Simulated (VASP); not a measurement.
Here is a VASP 6.6.1 calculation.

POSCAR

```
LaS
1.0
    0.0000000000      2.9461682043      2.9461682043
    2.9461682043      0.0000000000      2.9461682043
    2.9461682043      2.9461682043      0.0000000000
La S
1 1
Direct
    0.0000000000      0.0000000000      0.0000000000
    0.5000000000      0.5000000000      0.5000000000
```

File INCAR.step1:

```
  PREC = Accurate
  ENCUT = 520
  ISMEAR = -1
  SIGMA = 0.15
  LREAL = False
  LASPH = True
  NELM = 100
  NBANDS = 16
  GGA = PE
  ALGO = Normal
  EDIFF = 1E-4
  LWAVE = True
  LCHARG = False
```

INCAR.step2

```
  PREC = Accurate
  ENCUT = 520
  EDIFF = 1E-6
  ISMEAR = -1
  SIGMA = 0.15
  LREAL = False
  LASPH = True
  NELM = 100
  ALGO = Normal
  ISIF = 2
  LWAVE = False
  LCHARG = False
  METAGGA = R2SCAN
  LMIXTAU = True
  NBANDS = 16
  ISTART = 1
```

File KPOINTS:

```
regular mesh
0
Gamma
  12 12 12
```

Potentials or basis: VASP PAW PBE potentials, release 64 (La, S).

Command:

```bash
$ cat potpaw_PBE.64/La/POTCAR potpaw_PBE.64/S/POTCAR > POTCAR
$ cp INCAR.step1 INCAR
$ mpirun -np 1 vasp_std > vasp.out
$ cp INCAR.step2 INCAR
$ mpirun -np 1 vasp_std > vasp.out
```

(1) Predict the pressure.

Results:

(1) -0.2 GPa.

Caveat: the PAW data sets were made with another functional, which shifts forces and pressure a little.
